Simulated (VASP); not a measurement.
# AlN (P6_3/mmc) in VASP: a series of runs, part 2 of 2

VASP 6.6.1.

## 3. Single point, LDA

This run uses another cell than the first one, of 10.14 Å³/atom, 1.020 times its volume.

INCAR reads:

```
SYSTEM = AlN
ALGO = Normal ; EDIFF = 1E-6
ENCUT = 520 ; GGA = CA
ISIF = 2 ; ISMEAR = -1
LASPH = .True. ; LCHARG = .False.
LREAL = .False. ; LWAVE = .False.
NBANDS = 16 ; NELM = 80
PREC = Accurate ; SIGMA = 0.05
```

KPOINTS reads:

```
k-points
0
Gamma
  9 9 7
  0 0 0
```

POSCAR reads:

```
AlN
1.0
    3.3340509224      0.0000000000      0.0000000000
   -1.6670254612      2.8873727963      0.0000000000
    0.0000000000      0.0000000000      4.2152960135
Al N
2 2
Direct
    0.6666666667      0.3333333333      0.2500000000
    0.3333333333      0.6666666667      0.7500000000
    0.6666666667      0.3333333333      0.7500000000
    0.3333333333      0.6666666667      0.2500000000
```

Potentials or basis: VASP PAW LDA potentials, release 64 (Al, N).

On the command line:

```bash
$ cat potpaw_LDA.64/Al/POTCAR potpaw_LDA.64/N/POTCAR > POTCAR
$ mpirun -np 1 vasp_std > vasp.out
```

OUTCAR:

```text
SYSTEM = AlN
   EDIFF = 1E-6
   ENCUT = 520
   GGA = CA
   ISIF = 2
   ISMEAR = -1
   LASPH = .True.
   LREAL = .False.
   NELM = 80
   PREC = Accurate

 ion  position               nearest neighbor table
   1  0.667  0.333  0.250-   4 1.92   4 1.92   4 1.92   3 2.11   3 2.11   2 2.85   2 2.85   2 2.85
                             2 2.85   2 2.85   2 2.85
   2  0.333  0.667  0.750-   3 1.92   3 1.92   3 1.92   4 2.11   4 2.11   1 2.85   1 2.85   1 2.85
                             1 2.85   1 2.85   1 2.85
   3  0.667  0.333  0.750-   2 1.92   2 1.92   2 1.92   1 2.11   1 2.11
   4  0.333  0.667  0.250-   1 1.92   1 1.92   1 1.92   2 2.11   2 2.11

  LATTYP: Found a hexagonal cell.
 ALAT       =     3.3340509224
 C/A-ratio  =     1.2643166261

  Lattice vectors:

 A1 = (   3.3340509224,   0.0000000000,   0.0000000000)
 A2 = (  -1.6670254612,   2.8873727963,   0.0000000000)
 A3 = (   0.0000000000,   0.0000000000,   4.2152960135)

Analysis of symmetry for initial positions (statically):
=====================================================================
 Subroutine PRICEL returns:
 Original cell was already a primitive cell.

 Routine SETGRP: Setting up the symmetry group for a
 hexagonal supercell.

[... 178 lines left out ...]

 k-point     1 :       0.0000    0.0000    0.0000
  band No.  band energies     occupation
      1      -9.0080      2.00000
      2      -5.3773      2.00000
      3       0.6834      2.00000
      4       4.2471      2.00000
      5       4.2471      2.00000
      6       5.8936      2.00000
[... 433 lines left out ...]
      3       0.9787      2.00000
      4       2.1144      2.00000
      5       2.1144      2.00000
      6       4.5938      2.00000
[... 8 lines left out ...]
     15      18.3973      0.00000
     16      19.9807      0.00000

 [... further k-points ...]

------------------------ aborting loop because EDIFF is reached ----------------------------------------

  FORCE on cell =-STRESS in cart. coord.  units (eV):
  Direction    XX          YY          ZZ          XY          YZ          ZX
  --------------------------------------------------------------------------------------
  -------------------------------------------------------------------------------------
  Total       -3.0481622     -3.0481622     -2.9618579      0.0000000     -0.0000000      0.0000000
  in kB     -120.3498324   -120.3498324   -116.9423011      0.0000000     -0.0000000      0.0000000
  external PRESSURE =    -119.2139886 kB  Pullay stress =       0.0000000 kB

 VOLUME and BASIS-vectors are now :
 -----------------------------------------------------------------------------
  energy-cutoff  :      520.00
  volume of cell :       40.58
      direct lattice vectors                 reciprocal lattice vectors
     3.334050922  0.000000000  0.000000000     0.299935431  0.173167802  0.000000000
    -1.667025461  2.887372796  0.000000000     0.000000000  0.346335604  0.000000000
     0.000000000  0.000000000  4.215296013     0.000000000  0.000000000  0.237231264

 POSITION                                       TOTAL-FORCE (eV/Angst)
 -----------------------------------------------------------------------------------
      1.66703      0.96246      1.05382        -0.000000      0.000000      0.000000
     -0.00000      1.92492      3.16147         0.000000     -0.000000      0.000000
      1.66703      0.96246      3.16147         0.000000      0.000000     -0.000000
     -0.00000      1.92492      1.05382        -0.000000     -0.000000      0.000000
 -----------------------------------------------------------------------------------
    total drift:                               -0.000000      0.000000     -0.000000

  FREE ENERGIE OF THE ION-ELECTRON SYSTEM (eV)
  ---------------------------------------------------
  free  energy   TOTEN  =       -32.3924666756 eV

  energy  without entropy=      -32.3924666756  energy(sigma->0) =      -32.39246668
```

OSZICAR:

```text
N       E                     dE             d eps       ncg     rms          rms(c)
DAV:   1     0.377162746075E+02    0.37716E+02   -0.72466E+03  1536   0.893E+02
DAV:   2    -0.338908570347E+02   -0.71607E+02   -0.63990E+02  2296   0.174E+02
DAV:   3    -0.370791741365E+02   -0.31883E+01   -0.31707E+01  1848   0.366E+01
DAV:   4    -0.370958759778E+02   -0.16702E-01   -0.16700E-01  1880   0.323E+00
DAV:   5    -0.370960452022E+02   -0.16922E-03   -0.16922E-03  1840   0.318E-01    0.116E+01
DAV:   6    -0.325146040946E+02    0.45814E+01   -0.98304E+00  1712   0.228E+01    0.397E+00
DAV:   7    -0.324555765334E+02    0.59028E-01   -0.49976E-01  1960   0.467E+00    0.269E+00
DAV:   8    -0.323961086198E+02    0.59468E-01   -0.97629E-02  1624   0.255E+00    0.567E-01
DAV:   9    -0.323923470860E+02    0.37615E-02   -0.10138E-02  1832   0.753E-01    0.247E-01
DAV:  10    -0.323925468304E+02   -0.19974E-03   -0.78629E-04  1832   0.189E-01    0.173E-01
DAV:  11    -0.323924675117E+02    0.79319E-04   -0.11657E-04  1776   0.820E-02    0.316E-02
DAV:  12    -0.323924666756E+02    0.83609E-06   -0.17857E-06  1664   0.976E-03
   1 F= -.32392467E+02 E0= -.32392467E+02  d E =-.346060E-10
```

stdout:

```text
POSCAR found type information on POSCAR AlN
 POSCAR found :  2 types and       4 ions
 scaLAPACK will be used
 LDA part: xc-table for (Slater(with rela. corr.)+CA(PZ))
 , standard interpolation
 POSCAR, INCAR and KPOINTS ok, starting setup
 FFT: planning ... GRIDC
 FFT: planning ... GRID_SOFT
 FFT: planning ... GRID
 WAVECAR not read
 entering main loop
```

Wall time 27 s (1 thread of AMD EPYC 7R43 (Zen 3), shared host); peak memory 0.12 GiB.

What came out:

```
Free energy            : -32.3925 eV
Pressure               : -11.9 GPa
Band gap on the k mesh : 3.14 eV, direct
```

Levels at points of the mesh, in eV from the valence-band top:
| k point | band 6 | band 7 | band 8 | band 9 | band 10 | band 11 |
| --- | --- | --- | --- | --- | --- | --- |
| (0.00, 0.00, 0.00) | -1.57 | -1.57 | 0.00 | 3.14 | 4.09 | 7.94 |

A k mesh can miss the band edges. A hybrid or GW would open this gap; LDA tends to underestimate it.
